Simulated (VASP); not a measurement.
# HfS2 (P-3m1) in VASP: notebook

The runs below take HfS2 through single point, with r2SCAN0, r2SCANh.

All numbers are computed with VASP 6.6.1; they aren't measurements. Logs are shortened: lines on timing, memory, paths and dates and some standing lists are left out, and cuts for length are marked.

## 1. The cell of the first run

Symmetry: P-3m1, No. 164, trigonal system. Conventional cell: a = 3.630 Å, b = 3.630 Å, c = 5.879 Å, α = 90.00°, β = 90.00°, γ = 120.00°. Hf (site symmetry -3m) has 6 S at 2.54 Å within 3.4 Å. Within 3.4 Å of S (site symmetry 3m) lie 3 Hf at 2.54 Å.

## 2. Single point, r2SCAN0

POSCAR reads:

```
HfS2
1.0
    3.6302450468      0.0000000000      0.0000000000
   -1.8151225234      3.1438844325      0.0000000000
    0.0000000000      0.0000000000      5.8787062933
Hf S
1 2
Direct
    0.0000000000      0.0000000000      0.0000000000
    0.6666666667      0.3333333333      0.7553800778
    0.3333333333      0.6666666667      0.2446199222
```

INCAR.step1 reads:

```
SYSTEM = HfS2
PREC = Accurate ; ENCUT = 440
EDIFF = 1E-5 ; ISMEAR = 0
SIGMA = 0.01 ; LREAL = .False.
LASPH = .True. ; NELM = 120
ALGO = Normal ; ISIF = 2
LWAVE = .True. ; LCHARG = .False.
GGA = PE ; NBANDS = 18
GGA_COMPAT = .False.
```

INCAR.step2 reads:

```
SYSTEM = HfS2
PREC = Accurate ; ENCUT = 440
EDIFF = 1E-6 ; ISMEAR = 0
SIGMA = 0.01 ; LREAL = .False.
LASPH = .True. ; NELM = 120
ALGO = Normal ; ISIF = 2
LWAVE = .False. ; LCHARG = .False.
METAGGA = R2SCAN ; LHFCALC = .True.
AEXX = 0.25 ; LMIXTAU = .True.
PRECFOCK = Normal ; ISTART = 1
NBANDS = 18 ; GGA_COMPAT = .False.
```

KPOINTS reads:

```
regular mesh
0
Gamma
  6 6 4
  0 0 0
```

Potentials or basis: VASP PAW PBE potentials, release 64 (Hf_pv, S).

The run is started by

```
$ cat potpaw_PBE.64/Hf_pv/POTCAR potpaw_PBE.64/S/POTCAR > POTCAR
$ cp INCAR.step1 INCAR
$ mpirun -np 1 vasp_std > vasp.out
$ cp INCAR.step2 INCAR
$ mpirun -np 1 vasp_std > vasp.out
```

OUTCAR:

```text
SYSTEM = HfS2
   PREC = Accurate
   ENCUT = 440
   EDIFF = 1E-6
   ISMEAR = 0
   LREAL = .False.
   LASPH = .True.
   NELM = 120
   ISIF = 2
   METAGGA = R2SCAN
   LHFCALC = .True.
   AEXX = 0.25
   PRECFOCK = Normal
   ISTART = 1

 ion  position               nearest neighbor table
   1  0.000  0.000  0.000-   2 2.54   3 2.54   2 2.54   3 2.54   2 2.54   3 2.54
   2  0.667  0.333  0.755-   1 2.54   1 2.54   1 2.54
   3  0.333  0.667  0.245-   1 2.54   1 2.54   1 2.54

  LATTYP: Found a hexagonal cell.
 ALAT       =     3.6302450468
 C/A-ratio  =     1.6193690006

  Lattice vectors:

 A1 = (   3.6302450468,   0.0000000000,   0.0000000000)
 A2 = (  -1.8151225234,   3.1438844325,   0.0000000000)
 A3 = (   0.0000000000,   0.0000000000,   5.8787062933)

Analysis of symmetry for initial positions (statically):
=====================================================================
 Subroutine PRICEL returns:
 Original cell was already a primitive cell.

 Routine SETGRP: Setting up the symmetry group for a
 hexagonal supercell.

 Subroutine GETGRP returns: Found 12 space group operations
 (whereof 12 operations were pure point group operations)
 out of a pool of 24 trial point group operations.

The static configuration has the point symmetry D_3d.

Analysis of symmetry for dynamics (positions and initial velocities):
=====================================================================
 Subroutine PRICEL returns:
 Original cell was already a primitive cell.

 Routine SETGRP: Setting up the symmetry group for a
 hexagonal supercell.

 Subroutine GETGRP returns: Found 12 space group operations
 (whereof 12 operations were pure point group operations)
 out of a pool of 24 trial point group operations.

The dynamic configuration has the point symmetry D_3d.

 Subroutine INISYM returns: Found 12 space group operations
 (whereof 12 operations are pure point group operations),
 and found     1 'primitive' translations

----------------------------------------------------------------------------------------

                                     Primitive cell

  volume of cell :      67.0941

  direct lattice vectors                    reciprocal lattice vectors
     3.630245047  0.000000000  0.000000000     0.275463498  0.159038925  0.000000000
    -1.815122523  3.143884433  0.000000000     0.000000000  0.318077850  0.000000000
     0.000000000  0.000000000  5.878706293     0.000000000  0.000000000  0.170105453

  length of vectors
     3.630245047  3.630245047  5.878706293     0.318077850  0.318077850  0.170105453

  position of ions in fractional coordinates (direct lattice)
     0.000000000  0.000000000  0.000000000
     0.666666667  0.333333333  0.755380078
     0.333333333  0.666666667  0.244619922

  ion indices of the primitive-cell ions
   primitive index   ion index
                 1           1
                 2           2
                 3           3

----------------------------------------------------------------------------------------

 KPOINTS: regular mesh

Automatic generation of k-mesh.
 Grid dimensions read from file:
 generate k-points for:    6    6    4

 Generating k-lattice:

  Cartesian coordinates                     Fractional coordinates (reciprocal lattice)
     0.045910583  0.026506487  0.000000000     0.166666667 -0.000000000  0.000000000
     0.000000000  0.053012975  0.000000000     0.000000000  0.166666667  0.000000000
     0.000000000  0.000000000  0.042526363     0.000000000  0.000000000  0.250000000

  Length of vectors
     0.053012975  0.053012975  0.042526363

  Shift w.r.t. Gamma in fractional coordinates (k-lattice)
     0.000000000  0.000000000  0.000000000

 Subroutine IBZKPT returns following result:
 ===========================================

 Found     24 irreducible k-points:

 Following reciprocal coordinates:
            Coordinates               Weight
  0.000000  0.000000  0.000000      1.000000
  0.166667  0.000000  0.000000      6.000000
  0.333333 -0.000000  0.000000      6.000000
  0.500000 -0.000000  0.000000      3.000000
  0.166667  0.166667  0.000000      6.000000
  0.333333  0.166667  0.000000     12.000000
[... 16 lines left out ...]
  0.333333  0.166667  0.500000     12.000000
  0.333333  0.333333  0.500000      2.000000
   k-points           NKPTS =     24   k-points in BZ     NKDIM =    144   number of bands    NBANDS=     18
   number of dos      NEDOS =    301   number of ions     NIONS =      3
   total plane-waves  NPLWV =  31360
   dimension x,y,z NGX =    28 NGY =   28 NGZ =   40
   dimension x,y,z NGXF=    56 NGYF=   56 NGZF=   80
   ions per type =               1   2
   NGX,Y,Z   is equivalent  to a cutoff of  12.82, 12.82, 11.31 a.u.
   NGXF,Y,Z  is equivalent  to a cutoff of  25.65, 25.65, 22.62 a.u.
 SYSTEM =  HfS2
   PREC   = accura    normal or accurate (medium, high low for compatibility)
   ISTART =      1    job   : 0-new  1-cont  2-samecut
   ICHARG =      0    charge: 1-file 2-atom 10-const
   ISPIN  =      1    spin polarized calculation?
   LNONCOLLINEAR =      F non collinear calculations
   LSORBIT =      F    spin-orbit coupling
   LASPH  =      T    aspherical Exc in radial PAW
   ENCUT  =  440.0 eV  32.34 Ry    5.69 a.u.   6.21  6.21 10.05*2*pi/ulx,y,z
   NELM   =    120;   NELMIN=  2; NELMDL=  0     # of ELM steps
   EDIFF  = 0.1E-05   stopping-criterion for ELM
   LREAL  =      F    real-space projection
   EDIFFG = 0.1E-04   stopping-criterion for IOM
   NSW    =      0    number of steps for IOM
   IBRION =     -1    ionic relax: 0-MD 1-quasi-New 2-CG
   NFREE  =      0    steps in history (QN), initial steepest desc. (CG)
   ISIF   =      2    stress and relaxation
   ISYM   =      3    0-nonsym 1-usesym 2-fastsym
   POTIM  = 0.5000    time-step for ionic-motion
   TEBEG  =    0.0;   TEEND  =   0.0 temperature during run
   PSTRESS=    0.0 pullay stress
   NELECT =      22.0000    total number of electrons
   NUPDOWN=      -1.0000    fix difference up-down
   EMIN   =  10.00;   EMAX   =-10.00  energy-range for DOS
   EFERMI =   0.00;   METHOD = LEGACY
   ISMEAR =     0;   SIGMA  =   0.01  broadening in eV -4-tet -1-fermi 0-gaus
   EFERMI_NEDOS =   21; number of points for ismear=-14 and -15
   IALGO  =     38    algorithm
   IMIX   =      1    mixing-type and parameters
     AMIX     =   0.40;   BMIX     =  1.00
     AMIX_MAG =   1.60;   BMIX_MAG =  1.00
  volume/ion in A,a.u.               =      22.36       150.92
  Fermi-wavevector in a.u.,A,eV,Ry     =   1.128897  2.133306 17.339378  1.274408
  Thomas-Fermi vector in A             =   2.265589
   LORBIT       =      0    0 simple, 1 ext, 2 COOP (PROOUT), +10 PAW based schemes
   METAGGA = R2SCAN    functional components
   LHFCALC =     T    Hartree Fock is set to
   PRECFOCK=normal    Normal, Fast or Accurate (Low or Medium for compatibility)
   ENCUT4O =  -1.0   cutoff for four orbital integrals eV
   NKREDX  =     1    reduce k-point grid by
   NKREDY  =     1    reduce k-point grid by
   NKREDZ  =     1    reduce k-point grid by
   AEXX    =    0.2500 exact exchange contribution
   HFSCREEN=    0.0000 screening length (either q_TF or 0.3 A-1)
   HFSCREENC=   0.0000 screening length for correlation (either q_TF or 0.3 A-1)
   ENCUTFOCK=  -1.0 apply spherical cutoff to Coloumb kernel
   IVDW    =     0    specifies the selected vdW correction
   LEPSILON=     F    determine dielectric tensor
   LRPA    =     F    only Hartree local field effects (RPA)
 non-spin polarized calculation
 Gauss-broadening in eV      SIGMA  =   0.01
  energy-cutoff  :      440.00
  volume of cell :       67.09
 maximum number of plane-waves:      1430
 NGX is ok and might be reduce to    28
  NGX = 20; NGY = 20; NGZ = 32

 number of electron      22.0000004 magnetization

 Free energy of the ion-electron system (eV)
  ---------------------------------------------------
  ext. energy  EPLUGINS =         0.00000000
  ---------------------------------------------------
  free energy    TOTEN  =       -62.25524213 eV

  energy without entropy =      -62.25524213  energy(sigma->0) =      -62.25524213

 E-fermi :   2.2976     XC(G=0):  -7.9465

 val. band max:        2.2504689157   @ k =   0.0000   0.0000   0.0000
 cond. band min:       5.0238867767   @ k =   0.5000  -0.0000   0.5000
 fundamental gap:      2.7734178610
 Fermi energy:         2.2976324332

 k-point     1 :       0.0000    0.0000    0.0000
  band No.  band energies     occupation
      1     -31.4487      2.00000
      2     -31.3156      2.00000
      3     -31.3156      2.00000
      4     -12.6853      2.00000
      5     -10.7388      2.00000
      6      -3.1606      2.00000
[... 10 lines left out ...]
     17       9.9802      0.00000
     18      10.0023      0.00000

 k-point     2 :       0.1667    0.0000    0.0000
  band No.  band energies     occupation
      1     -31.4377      2.00000
      2     -31.3750      2.00000
      3     -31.3292      2.00000
      4     -12.3352      2.00000
      5     -10.7996      2.00000
      6      -2.7246      2.00000
[... 10 lines left out ...]
     17      11.2209      0.00000
     18      11.8816      0.00000

 k-point     3 :       0.3333   -0.0000    0.0000
  band No.  band energies     occupation
      1     -31.4923      2.00000
      2     -31.4149      2.00000
      3     -31.3560      2.00000
      4     -11.5644      2.00000
      5     -10.8903      2.00000
      6      -2.3691      2.00000
[... 10 lines left out ...]
     17      11.7511      0.00000
     18      12.4092      0.00000

 k-point     4 :       0.5000   -0.0000    0.0000
  band No.  band energies     occupation
      1     -31.5498      2.00000
      2     -31.4036      2.00000
      3     -31.3693      2.00000
      4     -11.2441      2.00000
      5     -10.7880      2.00000
      6      -3.2524      2.00000
[... 375 lines left out ...]
      4     -11.5286      2.00000
      5     -11.1524      2.00000
      6      -2.1683      2.00000
[... 10 lines left out ...]
     17      12.5952      0.00000
     18      13.0488      0.00000

 k-point    23 :       0.3333    0.1667    0.5000
  band No.  band energies     occupation
      1     -31.5194      2.00000
      2     -31.4051      2.00000
      3     -31.3992      2.00000
      4     -11.1892      2.00000
      5     -10.8404      2.00000
      6      -2.8308      2.00000
[... 10 lines left out ...]
     17      11.7753      0.00000
     18      11.9004      0.00000

 k-point    24 :       0.3333    0.3333    0.5000
  band No.  band energies     occupation
      1     -31.4777      2.00000
      2     -31.4777      2.00000
      3     -31.3989      2.00000
      4     -10.9086      2.00000
      5     -10.9086      2.00000
      6      -2.0055      2.00000
[... 10 lines left out ...]
     17      12.5742      0.00000
     18      13.4813      0.00000

------------------------ aborting loop because EDIFF is reached ----------------------------------------

  FORCE on cell =-STRESS in cart. coord.  units (eV):
  Direction    XX          YY          ZZ          XY          YZ          ZX
  --------------------------------------------------------------------------------------
  -------------------------------------------------------------------------------------
  Total       -0.3337994     -0.3337994     -0.3308876     -0.0000000      0.0000000      0.0000000
  in kB       -7.9709816     -7.9709816     -7.9014503     -0.0000000      0.0000000      0.0000000
  external PRESSURE =      -7.9478045 kB  Pullay stress =       0.0000000 kB

 VOLUME and BASIS-vectors are now :
 -----------------------------------------------------------------------------
  energy-cutoff  :      440.00
  volume of cell :       67.09
      direct lattice vectors                 reciprocal lattice vectors
     3.630245047  0.000000000  0.000000000     0.275463498  0.159038925  0.000000000
    -1.815122523  3.143884433  0.000000000     0.000000000  0.318077850  0.000000000
     0.000000000  0.000000000  5.878706293     0.000000000  0.000000000  0.170105453

 POSITION                                       TOTAL-FORCE (eV/Angst)
 -----------------------------------------------------------------------------------
      0.00000      0.00000      0.00000         0.000000      0.000000      0.000000
      1.81512      1.04796      4.44066        -0.000000     -0.000000      0.285769
     -0.00000      2.09592      1.43805         0.000000      0.000000     -0.285769
 -----------------------------------------------------------------------------------
    total drift:                               -0.000000     -0.000000     -0.000003

  FREE ENERGIE OF THE ION-ELECTRON SYSTEM (eV)
  ---------------------------------------------------
  free  energy   TOTEN  =       -62.2552421347 eV

  energy  without entropy=      -62.2552421347  energy(sigma->0) =      -62.25524213
```

It took 45 min on 1 thread of Intel Xeon 6975P-C (Granite Rapids), shared host; peak memory 0.2 GiB.

What came out:

| Quantity | Value |
| --- | --- |
| Free energy | -62.2552 eV |
| Pressure | -0.8 GPa |
| Largest force | 0.286 eV/Å |
| Band gap on the k mesh | 2.77 eV (least direct gap 3.75 eV) |

Forces on the atoms (eV/Å):
```
Hf   0.000  0.000  0.000
S    0.000  0.000  0.286
S    0.000  0.000 -0.286
```

Caveat: the PAW data sets were made with another functional, which shifts forces and pressure a little; spin-orbit coupling is left out, which moves the levels of the heavy elements. A k mesh can miss the band edges.

[end of part 1 of 2]
